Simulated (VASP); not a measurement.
ZrH:

```
Zr H
1.0
     3.24279    0.00000    0.00000
     0.00000    3.24279    0.00000
     0.00000    0.00000    4.94800
Zr H
2 2
Direct
  0.00000 0.50000 0.00000
  0.50000 0.00000 0.50000
  0.00000 0.00000 0.75000
  0.00000 0.00000 0.25000
```

```yaml
Program: VASP 6.6.1
Task: relaxation of cell and atoms
Functional: PBEsol
Potentials_or_basis: VASP PAW PBE potentials, release 64 (Zr_sv, H)
Cutoff: 600 eV
k_mesh: 14 × 14 × 8
Occupations: gaussian, width 0.1 eV
Spin: no spin polarisation
```

At the start: pressure -2.5 GPa; volume 13.01 Å³/atom.

Q: How do energy, volume and symmetry change on relaxing?

A: Over 6 steps the energy falls by 3.6 meV/atom and the volume is 12.71 Å³/atom (-2.3 %); space group P4_2/mmc (No. 131, to 0.05 Å).

Step by step:
```tsv
step	energy change (eV)	largest force (eV/Å)	pressure (GPa)	volume (Å³)
1	0.0000	0.0000	-2.52	52.03
2	-0.0101	0.0000	0.99	50.51
3	-0.0108	0.0000	0.26	50.81
4	-0.0127	0.0000	0.19	50.82
5	-0.0142	0.0000	0.05	50.83
6	-0.0143	0.0000	0.04	50.83
```

Final structure:
```xyz
4
Lattice="3.1910 0.0000 0.0000 0.0000 3.1910 0.0000 0.0000 0.0000 4.9917" Properties=species:S:1:pos:R:3 pbc="T T T"
Zr    0.0000    1.5955    0.0000
Zr    1.5955    0.0000    2.4959
H     3.1910    0.0000    3.7438
H     0.0000    3.1910    1.2479
```

Caveat: the PAW data sets were made with another functional, which shifts forces and pressure a little.
